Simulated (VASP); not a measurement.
# Hf (P6_3/mmc) in VASP: further runs

Hf is run at these levels: PBEsol; tasks: single point.

All numbers are computed with VASP 6.6.1; they aren't measurements. Logs are shortened: lines on timing, memory, paths and dates and some standing lists are left out, and cuts for length are marked.

## 1. The cell of the first run

It takes space group P6_3/mmc (No. 194, hexagonal). The conventional cell has a = 3.133 Å, b = 3.133 Å, c = 5.058 Å, α = 90.00°, β = 90.00°, γ = 120.00°. Hf (site symmetry -6m2) has 12 Hf at 3.11 to 3.13 Å within 4.1 Å.

## 2. Single point, PBEsol (equal xx and yy strain of -2 %)

Input file INCAR:

```
ALGO = Normal
EDIFF = 1E-7
ENCUT = 520
GGA = PS
ISIF = 2
ISMEAR = -1
LASPH = True
LCHARG = False
LREAL = False
LWAVE = False
NBANDS = 17
NELM = 80
PREC = Accurate
SIGMA = 0.05
```

Input file KPOINTS:

```
k-points
0
Gamma
  13 13 7
```

Input file POSCAR:

```
Hf
1.0
    3.1327645537      0.0000000000      0.0000000000
   -1.5663822769      2.7130536876      0.0000000000
    0.0000000000      0.0000000000      5.0578000000
Hf
2
Direct
    0.3333333333      0.6666666667      0.2500000000
    0.6666666667      0.3333333333      0.7500000000
```

Potentials or basis: VASP PAW PBE potentials, release 64 (Hf_pv).

On the command line:

```sh
cat potpaw_PBE.64/Hf_pv/POTCAR > POTCAR
mpirun -np 1 vasp_std > vasp.out
```

OUTCAR:

```text
EDIFF = 1E-7
   ENCUT = 520
   GGA = PS
   ISIF = 2
   ISMEAR = -1
   LASPH = True
   LREAL = False
   NELM = 80
   PREC = Accurate

 ion  position               nearest neighbor table
   1  0.333  0.667  0.250-   2 3.11   2 3.11   2 3.11   2 3.11   2 3.11   2 3.11
   2  0.667  0.333  0.750-   1 3.11   1 3.11   1 3.11   1 3.11   1 3.11   1 3.11

  LATTYP: Found a hexagonal cell.
 ALAT       =     3.1327645537
 C/A-ratio  =     1.6144845593

  Lattice vectors:

 A1 = (   3.1327645537,   0.0000000000,   0.0000000000)
 A2 = (  -1.5663822769,   2.7130536876,   0.0000000000)
 A3 = (   0.0000000000,   0.0000000000,   5.0578000000)

Analysis of symmetry for initial positions (statically):
=====================================================================
 Subroutine PRICEL returns:
 Original cell was already a primitive cell.

 Routine SETGRP: Setting up the symmetry group for a
 hexagonal supercell.

 Subroutine GETGRP returns: Found 24 space group operations
 (whereof 12 operations were pure point group operations)
 out of a pool of 24 trial point group operations.

The static configuration has the point symmetry D_3d.
 The point group associated with its full space group is D_6h.

Analysis of symmetry for dynamics (positions and initial velocities):
=====================================================================
 Subroutine PRICEL returns:
 Original cell was already a primitive cell.

 Routine SETGRP: Setting up the symmetry group for a
 hexagonal supercell.

 Subroutine GETGRP returns: Found 24 space group operations
 (whereof 12 operations were pure point group operations)
 out of a pool of 24 trial point group operations.

The dynamic configuration has the point symmetry D_3d.
 The point group associated with its full space group is D_6h.

 Subroutine INISYM returns: Found 24 space group operations
 (whereof 12 operations are pure point group operations),
 and found     1 'primitive' translations

----------------------------------------------------------------------------------------

                                     Primitive cell

  volume of cell :      42.9881

  direct lattice vectors                    reciprocal lattice vectors
     3.132764554  0.000000000  0.000000000     0.319206880  0.184294178  0.000000000
    -1.566382277  2.713053688  0.000000000     0.000000000  0.368588357  0.000000000
     0.000000000  0.000000000  5.057800000     0.000000000  0.000000000  0.197714421

  length of vectors
     3.132764554  3.132764554  5.057800000     0.368588357  0.368588357  0.197714421

  position of ions in fractional coordinates (direct lattice)
     0.333333333  0.666666667  0.250000000
     0.666666667  0.333333333  0.750000000

  ion indices of the primitive-cell ions
   primitive index   ion index
                 1           1
                 2           2

----------------------------------------------------------------------------------------

 KPOINTS: k-points

Automatic generation of k-mesh.
 Grid dimensions read from file:
 generate k-points for:   13   13    7

 Generating k-lattice:

  Cartesian coordinates                     Fractional coordinates (reciprocal lattice)
     0.024554375  0.014176475  0.000000000     0.076923077  0.000000000  0.000000000
     0.000000000  0.028352951  0.000000000     0.000000000  0.076923077  0.000000000
     0.000000000  0.000000000  0.028244917     0.000000000  0.000000000  0.142857143

  Length of vectors
     0.028352951  0.028352951  0.028244917

  Shift w.r.t. Gamma in fractional coordinates (k-lattice)
     0.000000000  0.000000000  0.000000000

 Subroutine IBZKPT returns following result:
 ===========================================

 Found     84 irreducible k-points:

 Following reciprocal coordinates:
            Coordinates               Weight
  0.000000  0.000000  0.000000      1.000000
  0.076923  0.000000  0.000000      6.000000
  0.153846 -0.000000  0.000000      6.000000
  0.230769 -0.000000  0.000000      6.000000
  0.307692 -0.000000  0.000000      6.000000
  0.384615  0.000000  0.000000      6.000000
[... 16 lines left out ...]
  0.076923  0.000000  0.142857     12.000000
  0.153846 -0.000000  0.142857     12.000000
 [... further k-points ...]
   k-points           NKPTS =     84   k-points in BZ     NKDIM =     84   number of bands    NBANDS=     17
   number of dos      NEDOS =    301   number of ions     NIONS =      2
   total plane-waves  NPLWV =  23040
   dimension x,y,z NGX =    24 NGY =   24 NGZ =   40
   dimension x,y,z NGXF=    48 NGYF=   48 NGZF=   80
   ions per type =               2
   NGX,Y,Z   is equivalent  to a cutoff of  12.74, 12.74, 13.15 a.u.
   NGXF,Y,Z  is equivalent  to a cutoff of  25.47, 25.47, 26.30 a.u.
 SYSTEM =  unknown system
   PREC   = accura    normal or accurate (medium, high low for compatibility)
   ISTART =      0    job   : 0-new  1-cont  2-samecut
   ICHARG =      2    charge: 1-file 2-atom 10-const
   ISPIN  =      1    spin polarized calculation?
   LNONCOLLINEAR =      F non collinear calculations
   LSORBIT =      F    spin-orbit coupling
   LASPH  =      T    aspherical Exc in radial PAW
   ENCUT  =  520.0 eV  38.22 Ry    6.18 a.u.   5.82  5.82  9.40*2*pi/ulx,y,z
   NELM   =     80;   NELMIN=  2; NELMDL= -5     # of ELM steps
   EDIFF  = 0.1E-06   stopping-criterion for ELM
   LREAL  =      F    real-space projection
   EDIFFG = 0.1E-05   stopping-criterion for IOM
   NSW    =      0    number of steps for IOM
   IBRION =     -1    ionic relax: 0-MD 1-quasi-New 2-CG
   NFREE  =      0    steps in history (QN), initial steepest desc. (CG)
   ISIF   =      2    stress and relaxation
   ISYM   =      2    0-nonsym 1-usesym 2-fastsym
   POTIM  = 0.5000    time-step for ionic-motion
   TEBEG  =    0.0;   TEEND  =   0.0 temperature during run
   PSTRESS=    0.0 pullay stress
   NELECT =      20.0000    total number of electrons
   NUPDOWN=      -1.0000    fix difference up-down
   EMIN   =  10.00;   EMAX   =-10.00  energy-range for DOS
   EFERMI =   0.00;   METHOD = LEGACY
   ISMEAR =    -1;   SIGMA  =   0.05  broadening in eV -4-tet -1-fermi 0-gaus
   EFERMI_NEDOS =   21; number of points for ismear=-14 and -15
   IALGO  =     38    algorithm
   IMIX   =      4    mixing-type and parameters
     AMIX     =   0.40;   BMIX     =  1.00
     AMIX_MAG =   1.60;   BMIX_MAG =  1.00
  volume/ion in A,a.u.               =      21.49       145.05
  Fermi-wavevector in a.u.,A,eV,Ry     =   1.268534  2.397182 21.894215  1.609179
  Thomas-Fermi vector in A             =   2.401624
   LORBIT       =      0    0 simple, 1 ext, 2 COOP (PROOUT), +10 PAW based schemes
   GGA     = PS    functional components
   LHFCALC =     F    Hartree Fock is set to
   AEXX    =    0.0000 exact exchange contribution
   IVDW    =     0    specifies the selected vdW correction
   LEPSILON=     F    determine dielectric tensor
   LRPA    =     F    only Hartree local field effects (RPA)
 non-spin polarized calculation
  energy-cutoff  :      520.00
  volume of cell :       42.99
 maximum number of plane-waves:      1176
 NGX is ok and might be reduce to    24
   NGX = 11   NGY = 11   NGZ = 19

 number of electron      19.9999995 magnetization

 Free energy of the ion-electron system (eV)
  ---------------------------------------------------
  ext. energy  EPLUGINS =         0.00000000
  ---------------------------------------------------
  free energy    TOTEN  =       -21.00690873 eV

  energy without entropy =      -20.99279247  energy(sigma->0) =      -20.99985060

 E-fermi :   5.0344     XC(G=0): -11.5756

 val. band max:        5.0229339332   @ k =   0.3846   0.2308   0.2857
 cond. band min:       5.0694248068   @ k =   0.3077   0.2308   0.4286
 fundamental gap:      0.0464908736
 Fermi energy:         5.0344336472

 k-point     1 :       0.0000    0.0000    0.0000
  band No.  band energies     occupation
      1     -25.9383      2.00000
      2     -25.0867      2.00000
      3     -25.0867      2.00000
      4     -24.9818      2.00000
      5     -24.9555      2.00000
      6     -24.9555      2.00000
[... 9 lines left out ...]
     16       7.9103      0.00000
     17      10.6183      0.00000

 k-point     2 :       0.0769    0.0000    0.0000
  band No.  band energies     occupation
      1     -25.9207      2.00000
      2     -25.1273      2.00000
      3     -25.0997      2.00000
      4     -24.9981      2.00000
      5     -24.9889      2.00000
      6     -24.9613      2.00000
[... 9 lines left out ...]
     16       7.7266      0.00000
     17      10.7609      0.00000

 k-point     3 :       0.1538   -0.0000    0.0000
  band No.  band energies     occupation
      1     -25.8702      2.00000
      2     -25.2398      2.00000
      3     -25.1348      2.00000
      4     -25.1134      2.00000
      5     -25.0104      2.00000
      6     -24.9782      2.00000
[... 9 lines left out ...]
     16       7.7511      0.00000
     17      11.0616      0.00000

 k-point     4 :       0.2308   -0.0000    0.0000
  band No.  band energies     occupation
      1     -25.7927      2.00000
      2     -25.3978      2.00000
      3     -25.2691      2.00000
      4     -25.1823      2.00000
      5     -25.0468      2.00000
      6     -25.0035      2.00000
[... 9 lines left out ...]
     16       8.5576      0.00000
     17      11.3469      0.00000
[... 343 lines left out ...]
      1     -25.8942      2.00000
      2     -25.0803      2.00000
      3     -25.0803      2.00000
      4     -25.0329      2.00000
      5     -24.9621      2.00000
      6     -24.9621      2.00000
[... 9 lines left out ...]
     16       8.1959      0.00000
     17      10.6794      0.00000

 k-point    23 :       0.0769    0.0000    0.1429
  band No.  band energies     occupation
      1     -25.8788      2.00000
      2     -25.1200      2.00000
      3     -25.0929      2.00000
      4     -25.0566      2.00000
      5     -24.9863      2.00000
      6     -24.9682      2.00000
[... 9 lines left out ...]
     16       8.0578      0.00000
     17      10.7986      0.00000

 k-point    24 :       0.1538   -0.0000    0.1429
  band No.  band energies     occupation
      1     -25.8351      2.00000
      2     -25.2296      2.00000
      3     -25.1528      2.00000
      4     -25.1272      2.00000
      5     -25.0210      2.00000
      6     -24.9861      2.00000
[... 9 lines left out ...]
     16       7.9208      0.00000
     17      11.0314      0.00000

 [... further k-points ...]
[... 5 lines left out ...]
  --------------------------------------------------------------------------------------
  -------------------------------------------------------------------------------------
  Total        0.2788762      0.2788762     -0.4204310     -0.0000000      0.0000000     -0.0000000
  in kB       10.3937973     10.3937973    -15.6695864     -0.0000000      0.0000000     -0.0000000
  external PRESSURE =       1.7060028 kB  Pullay stress =       0.0000000 kB

 VOLUME and BASIS-vectors are now :
 -----------------------------------------------------------------------------
  energy-cutoff  :      520.00
  volume of cell :       42.99
      direct lattice vectors                 reciprocal lattice vectors
     3.132764554  0.000000000  0.000000000     0.319206880  0.184294178  0.000000000
    -1.566382277  2.713053688  0.000000000     0.000000000  0.368588357  0.000000000
     0.000000000  0.000000000  5.057800000     0.000000000  0.000000000  0.197714421

 POSITION                                       TOTAL-FORCE (eV/Angst)
 -----------------------------------------------------------------------------------
     -0.00000      1.80870      1.26445        -0.000000      0.000000      0.000000
      1.56638      0.90435      3.79335         0.000000      0.000000      0.000000
 -----------------------------------------------------------------------------------
    total drift:                                0.000000     -0.000000      0.000000

  FREE ENERGIE OF THE ION-ELECTRON SYSTEM (eV)
  ---------------------------------------------------
  free  energy   TOTEN  =       -21.0069087334 eV

  energy  without entropy=      -20.9927924708  energy(sigma->0) =      -20.99985060
```

Wall time 32 s (1 thread of AMD EPYC 9R45 (Zen 5), shared host); peak memory 0.16 GiB.

What came out:

```yaml
Free_energy: -21.0069 eV
Pressure: 0.2 GPa
Band_gap_on_the_k_mesh: zero (band 10 reaches 6.26 eV, above the bottom of band 11 at 4.68 eV)
```

Caveat: the cell differs from its parent crystal (equal xx and yy strain of -2 %); the PAW data sets were made with another functional, which shifts forces and pressure a little; spin-orbit coupling is left out, which moves the levels of the heavy elements.

## 3. Single point, PBEsol (equal xx and yy strain of +1 %)

Input file INCAR:

```
SYSTEM = Hf
PREC     = Accurate       ! precision mode
ENCUT    = 520            ! plane-wave cutoff, eV
EDIFF    = 1E-6           ! SCF threshold, eV
ISMEAR   = -1             ! smearing method
SIGMA    = 0.05           ! smearing width, eV
LREAL    = .FALSE.        ! projectors in reciprocal space
LASPH    = .TRUE.         ! aspherical terms in the spheres
NELM     = 80             ! most SCF steps
ALGO     = Normal         ! electronic algorithm
ISIF     = 2              ! what is computed and relaxed
LWAVE    = .FALSE.        ! write WAVECAR
LCHARG   = .FALSE.        ! write CHGCAR
GGA      = PS             ! functional
NBANDS   = 17             ! bands
```

Input file KPOINTS:

```
regular mesh
0
G
  13 13 7
  0 0 0
```

Input file POSCAR:

```
Hf
1.0
    3.2286655094      0.0000000000      0.0000000000
   -1.6143327547      2.7961063515      0.0000000000
    0.0000000000      0.0000000000      5.0578000000
Hf
2
Direct
    0.3333333333      0.6666666667      0.2500000000
    0.6666666667      0.3333333333      0.7500000000
```

Potentials or basis: VASP PAW PBE potentials, release 64 (Hf_pv).

On the command line:

```sh
cat potpaw_PBE.64/Hf_pv/POTCAR > POTCAR
mpirun -np 1 vasp_std > vasp.out
```

It took 31 s on 1 thread of AMD EPYC 9R45 (Zen 5), shared host; peak memory 0.16 GiB.

It converged, with:

* Free energy: -20.9612 eV
* Pressure: -6.0 GPa
* Band gap on the k mesh: zero (band 10 reaches 5.76 eV, above the bottom of band 11 at 4.22 eV)

Stress tensor (GPa, compression positive):
```
-6.25  0.00  0.00
 0.00 -6.25  0.00
 0.00  0.00 -5.49
```

Levels at points of the mesh, in eV from the Fermi level:
```
           k point  band 6  band 7  band 8  band 9  band 10  band 11  band 12  band 13  band 14  band 15
(0.00, 0.00, 0.00)  -30.23   -7.32   -3.63    0.68     1.13     1.13     1.52     1.96     1.96     2.49
```

Caveat: the cell differs from its parent crystal (equal xx and yy strain of +1 %); the PAW data sets were made with another functional, which shifts forces and pressure a little; spin-orbit coupling is left out, which moves the levels of the heavy elements.

## 4. Single point, PBEsol (zz strain of -1 %)

Input file INCAR:

```
SYSTEM = Hf
PREC = Accurate
ENCUT = 520
EDIFF = 1E-6
ISMEAR = -1
SIGMA = 0.05
LREAL = .FALSE.
LASPH = .TRUE.
NELM = 60
ALGO = Normal
ISIF = 2
LWAVE = .FALSE.
LCHARG = .TRUE.
GGA = PS
LELF = .TRUE.
LVHAR = .TRUE.
NBANDS = 17
```

KPOINTS is that of step 3.

Input file POSCAR:

```
Hf
1.0
    3.1966985242      0.0000000000      0.0000000000
   -1.5983492621      2.7684221302      0.0000000000
    0.0000000000      0.0000000000      5.0072220000
Hf
2
Direct
    0.3333333333      0.6666666667      0.2500000000
    0.6666666667      0.3333333333      0.7500000000
```

On the command line:

```sh
cat potpaw_PBE.64/Hf_pv/POTCAR > POTCAR
mpirun -np 1 vasp_std > vasp.out
```

Run time: 58 s. Hardware: 1 thread of Intel Xeon 8259CL, shared host; peak memory 0.19 GiB.

It converged, with:

```yaml
Free_energy: -20.9993 eV
Pressure: -3.0 GPa
Band_gap_on_the_k_mesh: zero (band 10 reaches 5.97 eV, above the bottom of band 11 at 4.44 eV)
```

Stress tensor (GPa, compression positive):
```
-3.35  0.00  0.00
 0.00 -3.35  0.00
 0.00  0.00 -2.31
```

Levels at points of the mesh, in eV from the Fermi level:
```
           k point  band 8  band 9  band 10  band 11  band 12  band 13
(0.00, 0.00, 0.00)   -3.73    0.78     1.14     1.14     1.54     2.00
```

Caveat: the cell differs from its parent crystal (zz strain of -1 %); the PAW data sets were made with another functional, which shifts forces and pressure a little; spin-orbit coupling is left out, which moves the levels of the heavy elements.

(Part 1 of 2 ends here.)
